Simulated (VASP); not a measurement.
# Se in VASP: further runs, part 3 of 3

VASP 6.6.1.

### 4 Relaxation of cell and atoms, PBE

The input, INCAR:

```
SYSTEM = Se
ALGO     = Normal         ! electronic algorithm
EDIFF    = 1E-7           ! SCF threshold, eV
EDIFFG   = -0.01          ! ionic threshold
ENCUT    = 600            ! plane-wave cutoff, eV
GGA      = PE             ! functional
IBRION   = 2              ! ionic algorithm
ISIF     = 3              ! what is computed and relaxed
ISMEAR   = 0              ! smearing method
LASPH    = .True.         ! aspherical terms in the spheres
LCHARG   = .False.        ! write CHGCAR
LREAL    = .False.        ! projectors in reciprocal space
LWAVE    = .False.        ! write WAVECAR
NELM     = 80             ! most SCF steps
NSW      = 100            ! ionic steps
PREC     = Accurate       ! precision mode
SIGMA    = 0.1            ! smearing width, eV
```

The input, KPOINTS:

```
k-points
0
Gamma
  22 20 14
  0 0 0
```

The input, POSCAR:

```
Se
1.0
    2.5649397432      0.0000000000      0.0000000000
    0.0000000000      2.7189332840      0.0000000000
    0.0000000000      0.0000000000      4.1108879006
Se
1
Direct
    0.5000000000      0.0000000000      0.5000000000
```

Potentials or basis: VASP PAW PBE potentials, release 64 (Se).

Started as:

```bash
$ cat potpaw_PBE.64/Se/POTCAR > POTCAR
$ mpirun -np 1 vasp_std > vasp.out
```

OUTCAR:

```text
SYSTEM = Se
   EDIFF = 1E-7
   EDIFFG = -0.01
   ENCUT = 600
   GGA = PE
   IBRION = 2
   ISIF = 3
   ISMEAR = 0
   LASPH = .True.
   LREAL = .False.
   NELM = 80
   NSW = 100
   PREC = Accurate

 ion  position               nearest neighbor table
   1  0.500  0.000  0.500-

  LATTYP: Found a simple orthorhombic cell.
 ALAT       =     2.5649397432
 B/A-ratio  =     1.0600378786
 C/A-ratio  =     1.6027229924

  Lattice vectors:

 A1 = (   2.5649397432,   0.0000000000,   0.0000000000)
 A2 = (   0.0000000000,   2.7189332840,   0.0000000000)
 A3 = (   0.0000000000,   0.0000000000,   4.1108879006)

Analysis of symmetry for initial positions (statically):
=====================================================================
 Subroutine PRICEL returns:
 Original cell was already a primitive cell.

 Routine SETGRP: Setting up the symmetry group for a
 simple orthorhombic supercell.

 Subroutine GETGRP returns: Found  8 space group operations
 (whereof  8 operations were pure point group operations)
 out of a pool of  8 trial point group operations.

The static configuration has the point symmetry D_2h.

Analysis of symmetry for dynamics (positions and initial velocities):
=====================================================================
 Subroutine PRICEL returns:
 Original cell was already a primitive cell.

 Routine SETGRP: Setting up the symmetry group for a
 simple orthorhombic supercell.

 Subroutine GETGRP returns: Found  8 space group operations
 (whereof  8 operations were pure point group operations)
 out of a pool of  8 trial point group operations.

The dynamic configuration has the point symmetry D_2h.

 Subroutine INISYM returns: Found  8 space group operations
 (whereof  8 operations are pure point group operations),
 and found     1 'primitive' translations

----------------------------------------------------------------------------------------

                                     Primitive cell

  volume of cell :      28.6689

  direct lattice vectors                    reciprocal lattice vectors
     2.564939743  0.000000000  0.000000000     0.389872707  0.000000000  0.000000000
     0.000000000  2.718933284  0.000000000     0.000000000  0.367791297  0.000000000
     0.000000000  0.000000000  4.110887901     0.000000000  0.000000000  0.243256451

  length of vectors
     2.564939743  2.718933284  4.110887901     0.389872707  0.367791297  0.243256451

  position of ions in fractional coordinates (direct lattice)
     0.500000000  0.000000000  0.500000000

  ion indices of the primitive-cell ions
   primitive index   ion index
                 1           1

----------------------------------------------------------------------------------------

 KPOINTS: k-points

Automatic generation of k-mesh.
 Grid dimensions read from file:
 generate k-points for:   22   20   14

 Generating k-lattice:
[... 49 lines left out ...]
   ions per type =               1
   NGX,Y,Z   is equivalent  to a cutoff of  12.96, 14.67, 14.56 a.u.
   NGXF,Y,Z  is equivalent  to a cutoff of  25.93, 29.35, 29.12 a.u.
 SYSTEM =  Se
   PREC   = accura    normal or accurate (medium, high low for compatibility)
   ISTART =      0    job   : 0-new  1-cont  2-samecut
   ICHARG =      2    charge: 1-file 2-atom 10-const
   ISPIN  =      1    spin polarized calculation?
   LNONCOLLINEAR =      F non collinear calculations
   LSORBIT =      F    spin-orbit coupling
   LASPH  =      T    aspherical Exc in radial PAW
   ENCUT  =  600.0 eV  44.10 Ry    6.64 a.u.   5.12  5.43  8.21*2*pi/ulx,y,z
   NELM   =     80;   NELMIN=  2; NELMDL= -5     # of ELM steps
   EDIFF  = 0.1E-06   stopping-criterion for ELM
   LREAL  =      F    real-space projection
   EDIFFG = -.1E-01   stopping-criterion for IOM
   NSW    =    100    number of steps for IOM
   IBRION =      2    ionic relax: 0-MD 1-quasi-New 2-CG
   NFREE  =      1    steps in history (QN), initial steepest desc. (CG)
   ISIF   =      3    stress and relaxation
   ISYM   =      2    0-nonsym 1-usesym 2-fastsym
   POTIM  = 0.5000    time-step for ionic-motion
   TEBEG  =    0.0;   TEEND  =   0.0 temperature during run
   PSTRESS=    0.0 pullay stress
   NELECT =       6.0000    total number of electrons
   NUPDOWN=      -1.0000    fix difference up-down
   EMIN   =  10.00;   EMAX   =-10.00  energy-range for DOS
   EFERMI =   0.00;   METHOD = LEGACY
   ISMEAR =     0;   SIGMA  =   0.10  broadening in eV -4-tet -1-fermi 0-gaus
   EFERMI_NEDOS =   21; number of points for ismear=-14 and -15
   IALGO  =     38    algorithm
   IMIX   =      4    mixing-type and parameters
     AMIX     =   0.40;   BMIX     =  1.00
     AMIX_MAG =   1.60;   BMIX_MAG =  1.00
  volume/ion in A,a.u.               =      28.67       193.47
  Fermi-wavevector in a.u.,A,eV,Ry     =   0.971974  1.836765 12.853888  0.944734
  Thomas-Fermi vector in A             =   2.102235
   LORBIT       =      0    0 simple, 1 ext, 2 COOP (PROOUT), +10 PAW based schemes
   GGA     = PE    functional components
   LHFCALC =     F    Hartree Fock is set to
   AEXX    =    0.0000 exact exchange contribution
   IVDW    =     0    specifies the selected vdW correction
   LEPSILON=     F    determine dielectric tensor
   LRPA    =     F    only Hartree local field effects (RPA)
 conjugate gradient relaxation of ions
 non-spin polarized calculation
 Gauss-broadening in eV      SIGMA  =   0.10
  energy-cutoff  :      600.00
  volume of cell :       28.67
 maximum number of plane-waves:       976
   NGX = 11   NGY = 11   NGZ = 17

--------------------------------------- Ionic step        1  -------------------------------------------

 number of electron       6.0000001 magnetization

 Free energy of the ion-electron system (eV)
  ---------------------------------------------------
  ext. energy  EPLUGINS =         0.00000000
  ---------------------------------------------------
  free energy    TOTEN  =        -3.27360507 eV

  energy without entropy =       -3.27016236  energy(sigma->0) =       -3.27188372

------------------------ aborting loop because EDIFF is reached ----------------------------------------

  FORCE on cell =-STRESS in cart. coord.  units (eV):
  Direction    XX          YY          ZZ          XY          YZ          ZX
  --------------------------------------------------------------------------------------
  -------------------------------------------------------------------------------------
  Total        0.7524646     -0.5226150      0.0220667      0.0000000      0.0000000      0.0000000
  in kB       42.0518714    -29.2066065      1.2332075      0.0000000      0.0000000      0.0000000
  external PRESSURE =       4.6928241 kB  Pullay stress =       0.0000000 kB
[... 86 lines left out ...]
  FREE ENERGIE OF THE ION-ELECTRON SYSTEM (eV)
  ---------------------------------------------------
  free  energy   TOTEN  =        -3.2940165949 eV

  energy  without entropy=       -3.2912568495  energy(sigma->0) =       -3.29263672

[... ionic steps 4 to 19 ...]

--------------------------------------- Ionic step       20  -------------------------------------------

 number of electron       5.9999999 magnetization

------------------------ aborting loop because EDIFF is reached ----------------------------------------
[... 65 lines left out ...]
--------------------------------------- Ionic step       22  -------------------------------------------

 number of electron       5.9999999 magnetization

 Free energy of the ion-electron system (eV)
  ---------------------------------------------------
  ext. energy  EPLUGINS =         0.00000000
  ---------------------------------------------------
  free energy    TOTEN  =        -3.29556455 eV

  energy without entropy =       -3.29278886  energy(sigma->0) =       -3.29417671

 E-fermi :   1.7040     XC(G=0):  -8.2836

 val. band max:        1.7038556985   @ k =   0.4091   0.2500   0.2857
 cond. band min:       1.7063589354   @ k =   0.1818   0.1500   0.0000
 fundamental gap:      0.0025032370
 Fermi energy:         1.7039928396

 k-point     1 :       0.0000    0.0000    0.0000
  band No.  band energies     occupation
      1     -13.7523      2.00000
      2      -1.4591      2.00000
      3       5.5197      0.00000
      4       5.5664      0.00000
      5       5.7382      0.00000
      6      11.4367      0.00000
      7      13.4986      0.00000
[... 221 lines left out ...]
 k-point    24 :       0.5000    0.0500    0.0000
  band No.  band energies     occupation
      1     -10.7788      2.00000
      2      -4.8295      2.00000
      3       1.0729      2.00000
      4       7.2210      0.00000
      5       9.0022      0.00000
      6      10.1924      0.00000
      7      11.4834      0.00000

 [... further k-points ...]
[... 5 lines left out ...]
  --------------------------------------------------------------------------------------
  -------------------------------------------------------------------------------------
  Total       -0.0025961      0.0060756      0.0014859      0.0000000      0.0000000      0.0000000
  in kB       -0.1391249      0.3255843      0.0796269      0.0000000      0.0000000      0.0000000
  external PRESSURE =       0.0886954 kB  Pullay stress =       0.0000000 kB
[... 16 lines left out ...]
  FREE ENERGIE OF THE ION-ELECTRON SYSTEM (eV)
  ---------------------------------------------------
  free  energy   TOTEN  =        -3.2955645517 eV

  energy  without entropy=       -3.2927888645  energy(sigma->0) =       -3.29417671

 reached required accuracy - stopping structural energy minimisation
```

It took 26 min on 1 thread of Intel Xeon Platinum 8259CL at 2.50GHz (Skylake/Cascade Lake), shared host; peak memory 0.38 GiB.

What came out:

```yaml
Free_energy: -3.2956 eV
Relaxed_volume: 29.90 Å³/atom
Relaxed_cell: a = 2.647 Å, b = 2.630 Å, c = 4.294 Å, α = 90.00°, β = 90.00°, γ = 90.00°
Space_group_after_relaxing_to_0.05_Å: P4/mmm (No. 123)
Energy_gained_by_relaxing: 22.0 meV/atom
Ionic_steps: 22
Pressure_after_relaxing: 0.0 GPa
Band_gap_on_the_k_mesh: zero (band 3 reaches 5.57 eV, above the bottom of band 4 at 0.41 eV)
```

Step by step:
```
step  energy change (eV)  largest force (eV/Å)  pressure (GPa)  volume (Å³)
   1              0.0000                0.0000            0.47        28.67
   2             -0.0204                0.0000           -0.75        28.99
   3             -0.0204                0.0000           -0.76        29.00
   4             -0.0205                0.0000            0.67        28.46
   5             -0.0216                0.0000           -0.05        28.72
   6             -0.0216                0.0000            0.05        28.70
   7             -0.0216                0.0000            0.04        28.70
   8             -0.0217                0.0000            0.03        28.72
   9             -0.0217                0.0000            0.02        28.79
  10             -0.0218                0.0000           -0.02        28.93
  11             -0.0218                0.0000           -0.08        29.21
  12             -0.0218                0.0000           -0.19        29.76
  13             -0.0218                0.0000           -0.14        29.51
  14             -0.0218                0.0000           -0.14        29.51
  15             -0.0219                0.0000           -0.12        29.54
  16             -0.0219                0.0000           -0.10        29.59
  17             -0.0219                0.0000           -0.04        29.68
  18             -0.0220                0.0000            0.07        29.87
  19             -0.0220                0.0000            0.05        29.83
  20             -0.0220                0.0000            0.04        29.82
  21             -0.0220                0.0000            0.04        29.84
  22             -0.0220                0.0000            0.01        29.90
```

Final structure:
```
CELL_PARAMETERS angstrom
2.64750 0.00000 0.00000
0.00000 2.62971 0.00000
0.00000 0.00000 4.29427
ATOMIC_POSITIONS crystal
Se 0.50000 0.00000 0.50000
```

### 5 The runs side by side

```tsv
task	cell	k mesh	cutoff (eV)	gap on the mesh (eV)	pressure (GPa)
single point	a = 2.719, b = 4.111, c = 2.565 Å, 1 atom	8 × 4 × 6	520	none	0.1
single point	a = 2.647, b = 2.630, c = 4.290 Å, 1 atom	22 × 20 × 14	520	none	0.0
relaxation of cell and atoms	relaxed from a = 2.565, b = 2.719, c = 4.111 Å, 1 atom	22 × 20 × 14	600	none	0.0
```

Alike in all rows: level PBE; potentials or basis VASP PAW PBE potentials, release 64 (Se); no spin polarisation; smearing gaussian 0.1 eV.

Caveats: some runs use coarse meshes.

Total energies depend on the potentials used, so only differences within one code and one set of settings carry meaning.
